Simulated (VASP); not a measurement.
# SrTa2O2 (I4/mmm) in VASP: notebook, part 2 of 2

VASP 6.6.1. The steps go on from the part before.

### Step 3. Single point, PBE

This run uses another cell than the first one, of 20.98 Å³/atom.

INCAR reads:

```
SYSTEM = SrTa2O2
ALGO = Normal
EDIFF = 1E-6
ENCUT = 520
GGA = PE
ISIF = 2
ISMEAR = 0
LASPH = .True.
LCHARG = .False.
LREAL = .False.
LWAVE = .False.
NBANDS = 30
NELM = 80
PREC = Accurate
SIGMA = 0.1
```

KPOINTS reads:

```
k-points
0
Gamma
  4 4 4
  0 0 0
```

POSCAR reads:

```
SrTa2O2
1.0
   -3.0476625520      3.0476625520      2.8236976522
    3.0476625520     -3.0476625520      2.8236976522
    3.0476625520      3.0476625520     -2.8236976522
Sr Ta O
1 2 2
Direct
    0.0000000000      0.0000000000      0.0000000000
    0.5000000000      0.0000000000      0.5000000000
    0.0000000000      0.5000000000      0.5000000000
    0.6197094381      0.6197094381      0.0000000000
    0.3802905619      0.3802905619      0.0000000000
```

Potentials or basis: VASP PAW PBE potentials, release 64 (Sr_sv, Ta_pv, O).

Command:

```
cat potpaw_PBE.64/Sr_sv/POTCAR potpaw_PBE.64/Ta_pv/POTCAR potpaw_PBE.64/O/POTCAR > POTCAR
mpirun -np 1 vasp_std > vasp.out
```

OUTCAR:

```text
SYSTEM = SrTa2O2
   EDIFF = 1E-6
   ENCUT = 520
   GGA = PE
   ISIF = 2
   ISMEAR = 0
   LASPH = .True.
   LREAL = .False.
   NELM = 80
   PREC = Accurate

 ion  position               nearest neighbor table
   1  0.000  0.000  0.000-   4 2.15   5 2.15   2 3.05   3 3.05   3 3.05   2 3.05   4 3.50   5 3.50
                             3 4.15   3 4.15   3 4.15   2 4.15   2 4.15   2 4.15   2 4.15   3 4.15
   2  0.500  0.000  0.500-   3 2.82   3 2.82   1 3.05   1 3.05   1 4.15   1 4.15   1 4.15   1 4.15

   3  0.000  0.500  0.500-   2 2.82   2 2.82   1 3.05   1 3.05   1 4.15   1 4.15   1 4.15   1 4.15

   4  0.620  0.620  0.000-   5 1.35   1 2.15   1 3.50
   5  0.380  0.380  0.000-   4 1.35   1 2.15   1 3.50

  LATTYP: Found a body centered tetragonal cell.
 ALAT       =     6.0953251040
 C/A-ratio  =     0.9265125663

  Lattice vectors:

 A1 = (  -3.0476625520,   3.0476625520,   2.8236976522)
 A2 = (   3.0476625520,  -3.0476625520,   2.8236976522)
 A3 = (   3.0476625520,   3.0476625520,  -2.8236976522)

Analysis of symmetry for initial positions (statically):
=====================================================================
 Subroutine PRICEL returns:
 Original cell was already a primitive cell.

 Routine SETGRP: Setting up the symmetry group for a
 body centered tetragonal supercell.

 Subroutine GETGRP returns: Found 16 space group operations
 (whereof 16 operations were pure point group operations)
 out of a pool of 16 trial point group operations.

The static configuration has the point symmetry D_4h.

Analysis of symmetry for dynamics (positions and initial velocities):
=====================================================================
 Subroutine PRICEL returns:
 Original cell was already a primitive cell.

 Routine SETGRP: Setting up the symmetry group for a
 body centered tetragonal supercell.

 Subroutine GETGRP returns: Found 16 space group operations
 (whereof 16 operations were pure point group operations)
 out of a pool of 16 trial point group operations.

The dynamic configuration has the point symmetry D_4h.

 Subroutine INISYM returns: Found 16 space group operations
 (whereof 16 operations are pure point group operations),
 and found     1 'primitive' translations

----------------------------------------------------------------------------------------

                                     Primitive cell

  volume of cell :     104.9088

  direct lattice vectors                    reciprocal lattice vectors
    -3.047662552  3.047662552  2.823697652     0.000000000  0.164060158  0.177072782
     3.047662552 -3.047662552  2.823697652     0.164060158  0.000000000  0.177072782
     3.047662552  3.047662552 -2.823697652     0.164060158  0.164060158  0.000000000

  length of vectors
     5.152646164  5.152646164  5.152646164     0.241392845  0.241392845  0.232016101

  position of ions in fractional coordinates (direct lattice)
     0.000000000  0.000000000  0.000000000
     0.500000000  0.000000000  0.500000000
     0.000000000  0.500000000  0.500000000
     0.619709438  0.619709438  0.000000000
     0.380290562  0.380290562  0.000000000

  ion indices of the primitive-cell ions
   primitive index   ion index
                 1           1
[... 35 lines left out ...]
  0.500000  0.000000  0.000000      4.000000
  0.250000  0.250000  0.000000      8.000000
  0.500000  0.250000  0.000000     16.000000
 -0.250000  0.250000  0.000000      4.000000
  0.500000  0.500000  0.000000      2.000000
  0.250000  0.250000  0.250000      2.000000
 -0.250000  0.250000  0.250000      4.000000
  0.500000  0.500000  0.250000      4.000000
 -0.250000  0.500000  0.250000      8.000000
 -0.250000 -0.250000  0.250000      2.000000
  0.500000  0.500000  0.500000      1.000000
   k-points           NKPTS =     13   k-points in BZ     NKDIM =     13   number of bands    NBANDS=     30
   number of dos      NEDOS =    301   number of ions     NIONS =      5
   total plane-waves  NPLWV =  64000
   dimension x,y,z NGX =    40 NGY =   40 NGZ =   40
   dimension x,y,z NGXF=    80 NGYF=   80 NGZF=   80
   ions per type =               1   2   2
   NGX,Y,Z   is equivalent  to a cutoff of  12.91, 12.91, 12.91 a.u.
   NGXF,Y,Z  is equivalent  to a cutoff of  25.81, 25.81, 25.81 a.u.
 SYSTEM =  SrTa2O2
   PREC   = accura    normal or accurate (medium, high low for compatibility)
   ISTART =      0    job   : 0-new  1-cont  2-samecut
   ICHARG =      2    charge: 1-file 2-atom 10-const
   ISPIN  =      1    spin polarized calculation?
   LNONCOLLINEAR =      F non collinear calculations
   LSORBIT =      F    spin-orbit coupling
   LASPH  =      T    aspherical Exc in radial PAW
   ENCUT  =  520.0 eV  38.22 Ry    6.18 a.u.   9.58  9.58  9.58*2*pi/ulx,y,z
   NELM   =     80;   NELMIN=  2; NELMDL= -5     # of ELM steps
   EDIFF  = 0.1E-05   stopping-criterion for ELM
   LREAL  =      F    real-space projection
   EDIFFG = 0.1E-04   stopping-criterion for IOM
   NSW    =      0    number of steps for IOM
   IBRION =     -1    ionic relax: 0-MD 1-quasi-New 2-CG
   NFREE  =      0    steps in history (QN), initial steepest desc. (CG)
   ISIF   =      2    stress and relaxation
   ISYM   =      2    0-nonsym 1-usesym 2-fastsym
   POTIM  = 0.5000    time-step for ionic-motion
   TEBEG  =    0.0;   TEEND  =   0.0 temperature during run
   PSTRESS=    0.0 pullay stress
   NELECT =      44.0000    total number of electrons
   NUPDOWN=      -1.0000    fix difference up-down
   EMIN   =  10.00;   EMAX   =-10.00  energy-range for DOS
   EFERMI =   0.00;   METHOD = LEGACY
   ISMEAR =     0;   SIGMA  =   0.10  broadening in eV -4-tet -1-fermi 0-gaus
   EFERMI_NEDOS =   21; number of points for ismear=-14 and -15
   IALGO  =     38    algorithm
   IMIX   =      4    mixing-type and parameters
     AMIX     =   0.40;   BMIX     =  1.00
     AMIX_MAG =   1.60;   BMIX_MAG =  1.00
  volume/ion in A,a.u.               =      20.98       141.59
  Fermi-wavevector in a.u.,A,eV,Ry     =   1.225430  2.315726 20.431570  1.501678
  Thomas-Fermi vector in A             =   2.360468
   LORBIT       =      0    0 simple, 1 ext, 2 COOP (PROOUT), +10 PAW based schemes
   GGA     = PE    functional components
   LHFCALC =     F    Hartree Fock is set to
   AEXX    =    0.0000 exact exchange contribution
   IVDW    =     0    specifies the selected vdW correction
   LEPSILON=     F    determine dielectric tensor
   LRPA    =     F    only Hartree local field effects (RPA)
 non-spin polarized calculation
 Gauss-broadening in eV      SIGMA  =   0.10
  energy-cutoff  :      520.00
  volume of cell :      104.91
 maximum number of plane-waves:      2863
 NGX is ok and might be reduce to    40
   NGX = 19   NGY = 19   NGZ = 19

 number of electron      44.0000000 magnetization

 Free energy of the ion-electron system (eV)
  ---------------------------------------------------
  ext. energy  EPLUGINS =         0.00000000
  ---------------------------------------------------
  free energy    TOTEN  =       -28.28919040 eV

  energy without entropy =      -28.25333725  energy(sigma->0) =      -28.27126383

 E-fermi :   2.8163     XC(G=0):  -9.9955

 val. band max:        2.8102241234   @ k =   0.0000   0.0000   0.0000
 cond. band min:       2.8745022589   @ k =   0.2500   0.0000   0.0000
 fundamental gap:      0.0642781355
 Fermi energy:         2.8162548277

 k-point     1 :       0.0000    0.0000    0.0000
  band No.  band energies     occupation
      1     -32.5968      2.00000
      2     -32.5968      2.00000
      3     -32.3935      2.00000
      4     -32.2292      2.00000
      5     -32.2292      2.00000
      6     -31.5552      2.00000
[... 418 lines left out ...]
     29       4.9563      0.00000
     30       5.8380      0.00000

------------------------ aborting loop because EDIFF is reached ----------------------------------------

  FORCE on cell =-STRESS in cart. coord.  units (eV):
  Direction    XX          YY          ZZ          XY          YZ          ZX
  --------------------------------------------------------------------------------------
  -------------------------------------------------------------------------------------
  Total       -0.0481439     -0.0481439      0.8385732      0.0000000     -0.0000000      0.0000000
  in kB       -0.7352583     -0.7352583     12.8067704      0.0000000     -0.0000000      0.0000000
  external PRESSURE =       3.7787513 kB  Pullay stress =       0.0000000 kB

 VOLUME and BASIS-vectors are now :
 -----------------------------------------------------------------------------
  energy-cutoff  :      520.00
  volume of cell :      104.91
      direct lattice vectors                 reciprocal lattice vectors
    -3.047662552  3.047662552  2.823697652     0.000000000  0.164060158  0.177072782
     3.047662552 -3.047662552  2.823697652     0.164060158  0.000000000  0.177072782
     3.047662552  3.047662552 -2.823697652     0.164060158  0.164060158  0.000000000

 POSITION                                       TOTAL-FORCE (eV/Angst)
 -----------------------------------------------------------------------------------
      0.00000      0.00000      0.00000        -0.000000     -0.000000      0.000000
      0.00000      3.04766      0.00000        -0.000000     -0.000000      0.000000
      3.04766      0.00000      0.00000        -0.000000     -0.000000      0.000000
      0.00000      0.00000      3.49974         0.000000      0.000000      0.172470
      0.00000      0.00000      2.14765         0.000000      0.000000     -0.172470
 -----------------------------------------------------------------------------------
    total drift:                                0.000000      0.000000     -0.000000

  FREE ENERGIE OF THE ION-ELECTRON SYSTEM (eV)
  ---------------------------------------------------
  free  energy   TOTEN  =       -28.2891903983 eV

  energy  without entropy=      -28.2533372538  energy(sigma->0) =      -28.27126383
```

stdout:

```text
POSCAR found type information on POSCAR SrTaO
 POSCAR found :  3 types and       5 ions
 scaLAPACK will be used
 LDA part: xc-table for (Slater+PW92), standard interpolation
 POSCAR, INCAR and KPOINTS ok, starting setup
 FFT: planning ... GRIDC
 FFT: planning ... GRID_SOFT
 FFT: planning ... GRID
 WAVECAR not read
 entering main loop
```

It took 55 s on 1 thread of Intel Xeon Platinum 8488C (Sapphire Rapids), shared host; peak memory 0.25 GiB.

Results:

| Item | Value |
| --- | --- |
| Free energy | -28.2892 eV |
| Pressure | 0.4 GPa |
| Largest force | 0.172 eV/Å |
| Band gap on the k mesh | zero (bands 22 and 23 overlap by 0.44 eV) |

Forces on the atoms (eV/Å):
```
Sr   0.000  0.000  0.000
Ta   0.000  0.000  0.000
Ta   0.000  0.000  0.000
O    0.000  0.000  0.172
O    0.000  0.000 -0.172
```

Caveat: the k points lie up to 0.38 Å⁻¹ apart; spin-orbit coupling is left out, which moves the levels of the heavy elements.
